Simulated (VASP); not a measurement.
A run of VASP 6.6.1:

The input INCAR:

```
PREC = Accurate
ENCUT = 600
EDIFF = 1E-7
ISMEAR = 0
SIGMA = 0.1
LREAL = F
LASPH = T
NELM = 60
ALGO = Normal
ISIF = 3
LWAVE = F
LCHARG = F
GGA = PE
IBRION = 2
NSW = 90
EDIFFG = -0.04
```

The input KPOINTS:

```
regular mesh
0
Gamma
  6 6 4
```

The input POSCAR:

```
RuC4
1.0
    3.8367578600      0.0000000000      0.0000000000
   -1.9183789300      3.3227297800      0.0000000000
    0.0000000000      0.0000000000      3.8173781500
Ru C
1 4
Direct
    0.0000000000      0.0000000000      0.5000000000
    0.5000000000      0.0000000000      0.0000000000
    0.0000000000      0.5000000000      0.0000000000
    0.5000000000      0.5000000000      0.0000000000
    0.0000000000      0.0000000000      0.0000000000
```

Potentials or basis: VASP PAW PBE potentials, release 64 (Ru_pv, C).

Command:

```bash
$ cat potpaw_PBE.64/Ru_pv/POTCAR potpaw_PBE.64/C/POTCAR > POTCAR
$ mpirun -np 1 vasp_std > vasp.out
```

Hardware: 1 thread of Intel(R) Xeon(R) Platinum 8259CL CPU @ 2.50GHz (Skylake/Cascade Lake) (shared host).

Problem. How long does it take, and how much memory?

Solution. Run time: 92 s on 1 thread of Intel(R) Xeon(R) Platinum 8259CL CPU @ 2.50GHz (Skylake/Cascade Lake), on a shared host, peak memory 0.19 GiB. Counts: scf iterations 58, k points 21, ion steps 5.
